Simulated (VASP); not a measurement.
Zn, 1 atom in the cell. Symmetry: Fm-3m, No. 225, cubic system. The conventional cell has a = 3.930 Å, b = 3.930 Å, c = 3.930 Å, α = 90.00°, β = 90.00°, γ = 90.00°. Within 3.7 Å of Zn (site symmetry m-3m) lie 12 Zn at 2.78 Å. 

```yaml
Program: VASP 6.6.1
Task: relaxation of cell and atoms
Functional: PBE
Potentials_or_basis: VASP PAW PBE potentials, release 64 (Zn)
Cutoff: 500 eV
k_mesh: 18 × 18 × 18
Occupations: gaussian, width 0.1 eV
Spin: no spin polarisation
Dipole_correction: no
Further_INCAR_settings: ALGO = Normal; EDIFF = 1e-07; IBRION = 2; EDIFFG = -0.005; NSW = 100; ISIF = 3
```

Potentials or basis: VASP PAW PBE potentials, release 64 (Zn).

Launch:

```console
$ cat potpaw_PBE.64/Zn/POTCAR > POTCAR
$ mpirun -np 1 vasp_std > vasp.out
```

Hardware: 1 thread of Intel(R) Xeon(R) Platinum 8488C (Sapphire Rapids), on a shared host.

Task: How long does it take, and how much memory?

Result: It took 21 s on 1 thread of Intel(R) Xeon(R) Platinum 8488C (Sapphire Rapids), with other jobs on the host, peak memory 0.14 GiB. Counts: scf iterations 19, k points 195, ion steps 2.
